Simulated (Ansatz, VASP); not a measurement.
# One calculation of ZrS, two programs

The input INCAR:

```
SYSTEM = ZrS
PREC     = Accurate       ! precision mode
ENCUT    = 520            ! plane-wave cutoff, eV
EDIFF    = 1E-6           ! SCF threshold, eV
ISMEAR   = 0              ! smearing method
SIGMA    = 0.15           ! smearing width, eV
LREAL    = .False.        ! projectors in reciprocal space
LASPH    = .True.         ! aspherical terms in the spheres
NELM     = 100            ! most SCF steps
ALGO     = Normal         ! electronic algorithm
ISIF     = 2              ! what is computed and relaxed
LWAVE    = .False.        ! write WAVECAR
LCHARG   = .True.         ! write CHGCAR
GGA      = PS             ! functional
LELF     = .True.         ! ELF
LVHAR    = .True.       
NBANDS   = 16             ! bands
```

The input KPOINTS:

```
regular mesh
0
Gamma
  16 16 16
  0 0 0
```

Contents of POSCAR:

```
ZrS
1.0
    0.0000000000      2.5462500000      2.5462500000
    2.5462500000      0.0000000000      2.5462500000
    2.5462500000      2.5462500000      0.0000000000
Zr S
1 1
Direct
    0.0000000000      0.0000000000      0.0000000000
    0.5000000000      0.5000000000      0.5000000000
```

Input for Ansatz:

```yaml
crystal:
  lattice:
    - [0.0, 2.54625, 2.54625]
    - [2.54625, 0.0, 2.54625]
    - [2.54625, 2.54625, 0.0]
  atoms:
    - { symbol: Zr, position: [0.0, 0.0, 0.0] }
    - { symbol: S, position: [0.5, 0.5, 0.5] }
basis:
  ecutwfc: 420
kpoints:
  mp_grid: { grid: [16, 16, 16] }
hamiltonian:
  xc: pbesol
scf:
  occupations: { method: gaussian, width: 0.15 }
output:
  forces: true
  stress: true
  eigenvalues: true
```

Change from the starting cell: strain -0.030 along x and y, -0.030 along z, atoms carried along.

Alike in both runs: task single point; functional PBEsol; k mesh 16 × 16 × 16; occupations gaussian, width 0.15 eV; no spin polarisation.

```csv
,VASP,Ansatz
version,VASP 6.6.1,Ansatz 0.2.0
potentials or method,"VASP PAW PBE potentials, release 64 (Zr_sv, S), cutoff 520 eV","scalar-relativistic, plane waves, PAW"
valence electrons in the cell,18,18
```

```csv
,VASP,Ansatz,Ansatz less VASP
gap on the k mesh at the Fermi level (eV),none,none,-
pressure (GPa),7.2,7.0,-0.28
```

VASP's potentials were made for PBE, not for PBEsol. A gap of «none» marks a metal or a gap that the smearing closes.
